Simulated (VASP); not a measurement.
Write the native input for VASP 6.6.1 that does the following.

| Quantity | Value |
| --- | --- |
| Task | single point |
| Functional | PBE |
| Potentials or basis | VASP PAW PBE potentials, release 64 (Pr_3, H, Rh_pv), 4f in core |
| Cutoff | 500 eV |
| k mesh | 4 × 4 × 2 |
| Occupations | gaussian, width 0.2 eV |
| Spin | no spin polarisation |
| Dipole correction | no |
| Mended | yes |
| Further INCAR settings | ALGO = Normal; EDIFF = 1e-06; NBANDS = 68 |

The structure of PrHRh3 lies in POSCAR:

```
PrHRh3
1.0
    4.7330849672      0.0000000000      0.0000000000
    0.0000000000      4.7330849672      0.0000000000
    0.0000000000      0.0000000000     10.5144818689
Pr H Rh
2 2 6
Direct
    0.0000000000      0.0000000000      0.2500000000
    0.0000000000      0.0000000000      0.7500000000
    0.5000000000      0.5000000000      0.2500000000
    0.5000000000      0.5000000000      0.7500000000
    0.6641616688      0.6641616688      0.0000000000
    0.3358383312      0.3358383312      0.0000000000
    0.3358383312      0.6641616688      0.5000000000
    0.6641616688      0.3358383312      0.5000000000
    0.0000000000      0.0000000000      0.0000000000
    0.0000000000      0.0000000000      0.5000000000
```

The cell was built from a structure type or drawn by symmetry, and may not be a known phase.

The input as run:

INCAR

```
  PREC = Accurate
  ENCUT = 500
  EDIFF = 1E-6
  ISMEAR = 0
  SIGMA = 0.2
  LREAL = False
  LASPH = True
  NELM = 200
  ALGO = Normal
  ISIF = 2
  LWAVE = False
  LCHARG = False
  GGA = PE
  NBANDS = 68
  GGA_COMPAT = False
  LMAXMIX = 6
```

KPOINTS

```
regular mesh
0
Gamma
  4 4 2
```

Potentials or basis: VASP PAW PBE potentials, release 64 (Pr_3, H, Rh_pv), 4f in core.

Launch:

```bash
$ cat potpaw_PBE.64/Pr_3/POTCAR potpaw_PBE.64/H/POTCAR potpaw_PBE.64/Rh_pv/POTCAR > POTCAR
$ mpirun -np 1 vasp_std > vasp.out
```

It gave:

| Property | Result |
| --- | --- |
| Pressure | 0.0 GPa |
| Largest force | 0.021 eV/Å |
| Band gap on the k mesh | zero (bands 57 and 58 overlap by 1.43 eV) |

Caveat: spin-orbit coupling is left out, which moves the levels of the heavy elements; the 4f electrons are frozen in the core, so they carry no moment and show no levels.

Wall time 2.5 min on 1 thread of AMD EPYC 9R45 96-Core Processor (Zen 5), with other jobs on the host, peak memory 0.36 GiB.
